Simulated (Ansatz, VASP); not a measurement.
**HfO2: VASP beside Ansatz**

Contents of POSCAR:

```
HfO2
1.0
    3.6304766963      0.0000000000      0.0000000000
    0.0000000000      3.6304766963      0.0000000000
    0.0000000000      0.0000000000      5.1709835464
Hf O
2 4
Direct
    0.5000000000      0.5000000000      0.5000000000
    0.0000000000      0.0000000000      0.0000000000
    0.0000000000      0.5000000000      0.6942014768
    0.5000000000      0.0000000000      0.8057985232
    0.5000000000      0.0000000000      0.3057985232
    0.0000000000      0.5000000000      0.1942014768
```

File INCAR.step1:

```
SYSTEM = HfO2
PREC = Accurate ; ENCUT = 520
ISMEAR = 0 ; SIGMA = 0.02
LREAL = .FALSE. ; LASPH = .TRUE.
NELM = 80 ; NBANDS = 31
GGA = PE ; ALGO = Normal
EDIFF = 1E-4 ; LWAVE = .TRUE.
LCHARG = .FALSE.
```

File INCAR.step2:

```
SYSTEM = HfO2
PREC = Accurate ; ENCUT = 520
EDIFF = 1E-6 ; ISMEAR = 0
SIGMA = 0.02 ; LREAL = .FALSE.
LASPH = .TRUE. ; NELM = 80
ALGO = Normal ; ISIF = 2
LWAVE = .FALSE. ; LCHARG = .TRUE.
METAGGA = R2SCAN ; LMIXTAU = .TRUE.
LELF = .TRUE. ; LVHAR = .TRUE.
NBANDS = 31 ; ISTART = 1
```

KPOINTS

```
regular mesh
0
G
  6 6 6
  0 0 0
```

Input for Ansatz:

```yaml
crystal:
  lattice:
    - [3.6304766963, 0.0, 0.0]
    - [0.0, 3.6304766963, 0.0]
    - [0.0, 0.0, 5.1709835464]
  atoms:
    - { symbol: Hf, position: [0.5, 0.5, 0.5] }
    - { symbol: Hf, position: [0.0, 0.0, 0.0] }
    - { symbol: O, position: [0.0, 0.5, 0.6942014768] }
    - { symbol: O, position: [0.5, 0.0, 0.8057985232] }
    - { symbol: O, position: [0.5, 0.0, 0.3057985232] }
    - { symbol: O, position: [0.0, 0.5, 0.1942014768] }
basis:
  ecutwfc: 500
kpoints:
  mp_grid: { grid: [6, 6, 6] }
  band_path: { path: [VBM, CBM], npoints: 2 }
hamiltonian:
  xc: r2scan
scf:
  occupations: { method: gaussian, width: 0.02 }
output:
  forces: true
  stress: true
  eigenvalues: true
checkpoint:
  read: start.run
  write: ck
  compress: false
  write_wavefunctions: false
  write_every: 100000
```

Alike in both runs: task single point; functional r2SCAN; k mesh 6 × 6 × 6; occupations gaussian, width 0.02 eV; no spin polarisation.

|  | VASP | Ansatz |
| --- | --- | --- |
| version | VASP 6.6.1 | Ansatz 0.2.0 |
| potentials or method | VASP PAW PBE potentials, release 64 (Hf_pv, O), cutoff 520 eV | scalar-relativistic, plane waves, PAW |
| valence electrons in the cell | 44 | 76 |

```csv
,VASP,Ansatz,Ansatz less VASP
gap on the k mesh at the Fermi level (eV),4.96,5.00,+0.038
least direct gap on the mesh (eV),5.04,5.07,+0.032
pressure (GPa),-9.2,-5.8,+3.41
"traceless stress, the component that is largest in VASP (GPa)",6.11,5.83,-0.283
rms of the force components (eV/Å),0.031,0.000,-0.0306
```

VASP's potentials were made for PBE, not for r2SCAN. Atom by atom the forces differ by 0.031 eV/Å (rms over components). VASP's potentials hold 44 valence electrons a cell and Ansatz's 76, so a difference there can come from the potentials and not from the codes.

Neither program's run includes spin-orbit coupling.
